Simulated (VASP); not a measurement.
# CaZr3N2: single point with PBE

CaZr3N2:

```
Ca Zr N
1.0
     6.13521    0.00000    0.00000
    -3.06760    5.31325    0.00000
     0.00000    0.00000    3.12771
Ca Zr N
1 3 2
Cartesian
  0.0000 0.0000 0.0000
  3.0676 0.0000 1.5639
  1.5338 2.6566 1.5639
  -1.5338 2.6566 1.5639
  0.0000 3.5422 0.0000
  3.0676 1.7711 0.0000
```

```yaml
Program: VASP 6.6.1
Task: single point
Functional: PBE
Potentials_or_basis: VASP PAW PBE potentials, release 64 (Ca_sv, Zr_sv, N)
Cutoff: 520 eV
k_mesh: 6 × 6 × 12
Occupations: gaussian, width 0.1 eV
Spin: no spin polarisation
Dipole_correction: no
Further_INCAR_settings: ALGO = Normal; EDIFF = 1e-06; NBANDS = 37
```

```
Pressure               : 0.1 GPa
Band gap on the k mesh : zero (band 28 reaches 8.77 eV, above the bottom of band 29 at 7.38 eV)
```

Levels at points of the mesh, in eV from the Fermi level:
| k point | band 24 | band 25 | band 26 | band 27 | band 28 | band 29 | band 30 | band 31 | band 32 | band 33 |
| --- | --- | --- | --- | --- | --- | --- | --- | --- | --- | --- |
| (0.00, 0.00, 0.00) | -3.12 | -2.23 | -2.21 | -1.36 | -1.36 | 0.86 | 0.86 | 1.68 | 1.68 | 1.92 |
| (0.50, 0.00, 0.00) | -3.24 | -2.34 | -1.71 | -1.47 | -0.58 | -0.40 | 1.27 | 1.38 | 1.46 | 1.58 |
| (0.00, 0.00, 0.50) | -3.14 | -1.68 | -1.00 | -1.00 | -0.20 | -0.20 | 0.81 | 0.81 | 1.22 | 1.45 |
| (0.50, 0.00, 0.50) | -3.86 | -1.69 | -0.58 | -0.27 | -0.18 | 0.15 | 0.25 | 0.72 | 0.96 | 2.55 |

Run time: 2.2 min on 1 thread of Intel(R) Xeon(R) Platinum 8488C (Sapphire Rapids), with other jobs on the host, peak memory 0.32 GiB.
